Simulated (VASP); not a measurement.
Input of a VASP 6.6.1 run:

The input POSCAR:

```
C
1.0
    2.6197200000      0.0000000000      0.0000000000
    0.0000000000      2.6197200000      0.0000000000
    0.0000000000      0.0000000000      2.6197200000
C
3
Direct
    0.0000000000      0.5000000000      0.5000000000
    0.5000000000      0.0000000000      0.5000000000
    0.5000000000      0.5000000000      0.0000000000
```

Contents of INCAR.step1:

```
ALGO = Normal
EDIFF = 1E-5
ENCUT = 520
GGA = PE
ISIF = 2
ISMEAR = -1
LASPH = True
LCHARG = False
LREAL = False
LWAVE = True
NBANDS = 13
NELM = 60
PREC = Accurate
SIGMA = 0.05
```

Contents of INCAR.step2:

```
AEXX = 0.2
ALGO = Normal
EDIFF = 1E-6
ENCUT = 520
GGA = PE
HFSCREEN = 0.2
ISIF = 2
ISMEAR = -1
ISTART = 1
LASPH = True
LCHARG = False
LHFCALC = True
LREAL = False
LWAVE = False
NBANDS = 13
NELM = 60
PREC = Accurate
PRECFOCK = Normal
SIGMA = 0.05
```

KPOINTS

```
k-points
0
Gamma
  5 5 5
```

Potentials or basis: VASP PAW PBE potentials, release 64 (C).

Command:

```bash
$ cat potpaw_PBE.64/C/POTCAR > POTCAR
$ cp INCAR.step1 INCAR
$ mpirun -np 1 vasp_std > vasp.out
$ cp INCAR.step2 INCAR
$ mpirun -np 1 vasp_std > vasp.out
```

What does it give for the pressure?

-0.4 GPa.

Predict the band gap on the k mesh.

zero (bands 6 and 7 overlap by 7.01 eV).

Caveat: the k points lie up to 0.48 Å⁻¹ apart, too coarse for converged energies and pressures of a metal; the PAW data sets were made with another functional, which shifts forces and pressure a little.
